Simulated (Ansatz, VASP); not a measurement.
**Two plane-wave programs on SnSe2**

The input INCAR:

```
PREC     = Accurate       # precision mode
ENCUT    = 520            # plane-wave cutoff, eV
EDIFF    = 1E-7           # SCF threshold, eV
ISMEAR   = 0              # smearing method
SIGMA    = 0.02           # smearing width, eV
LREAL    = F              # projectors in reciprocal space
LASPH    = T              # aspherical terms in the spheres
NELM     = 60             # most SCF steps
ALGO     = Normal         # electronic algorithm
ISIF     = 2              # what is computed and relaxed
LWAVE    = F              # write WAVECAR
LCHARG   = T              # write CHGCAR
GGA      = PE             # functional
LELF     = T              # ELF
LVHAR    = T            
NBANDS   = 20             # bands
```

The input KPOINTS:

```
regular mesh
0
Gamma
  12 12 4
```

POSCAR

```
SnSe2
1.0
    3.6393715730      0.0017090102      0.0000000000
   -1.8180876515      3.3964351292      0.0000000000
    0.0000000000      0.0000000000      7.1799421216
Sn Se
1 2
Direct
    0.0000000000      0.0000000000      0.0000000000
    0.6699840238      0.3401307204      0.7738303408
    0.3300159762      0.6598692796      0.2261696592
```

Input for Ansatz:

```yaml
crystal:
  lattice:
    - [3.639371573, 0.0017090102, 0.0]
    - [-1.8180876515, 3.3964351292, 0.0]
    - [0.0, 0.0, 7.1799421216]
  atoms:
    - { symbol: Sn, position: [0.0, 0.0, 0.0] }
    - { symbol: Se, position: [0.6699840238, 0.3401307204, 0.7738303408] }
    - { symbol: Se, position: [0.3300159762, 0.6598692796, 0.2261696592] }
basis:
  ecutwfc: 420
kpoints:
  mp_grid: { grid: [12, 12, 4] }
  band_path: { path: [VBM, CBM], npoints: 2 }
hamiltonian:
  xc: pbe
scf:
  occupations: { method: gaussian, width: 0.02 }
output:
  forces: true
  stress: true
  eigenvalues: true
checkpoint:
  read: start.run
  write: ck
  compress: false
  write_wavefunctions: false
  write_every: 100000
```

Alike in both runs: task single point; functional PBE; k mesh 12 × 12 × 4; occupations gaussian, width 0.02 eV; no spin polarisation.

```csv
,VASP,Ansatz
version,VASP 6.6.1,Ansatz 0.2.0
potentials or method,"VASP PAW PBE potentials, release 64 (Sn_d, Se), cutoff 520 eV","scalar-relativistic, plane waves, PAW"
valence electrons in the cell,26,46
```

Ansatz gave:

* gap on the k mesh at the Fermi level (eV): 0.17
* least direct gap on the mesh (eV): 0.92
* pressure (GPa): 1.9
* traceless stress, the component that is largest in VASP (GPa): 3.91
* rms of the force components (eV/Å): 0.000

**Question.** What did VASP give for the same quantities?

**Answer.** gap on the k mesh at the Fermi level (eV): 0.17; least direct gap on the mesh (eV): 0.92; pressure (GPa): 2.0; traceless stress, the component that is largest in VASP (GPa): 3.90; rms of the force components (eV/Å): 0.007.

Atom by atom the forces differ by 0.007 eV/Å (rms over components). VASP's potentials hold 26 valence electrons a cell and Ansatz's 46, so a difference there can come from the potentials and not from the codes.
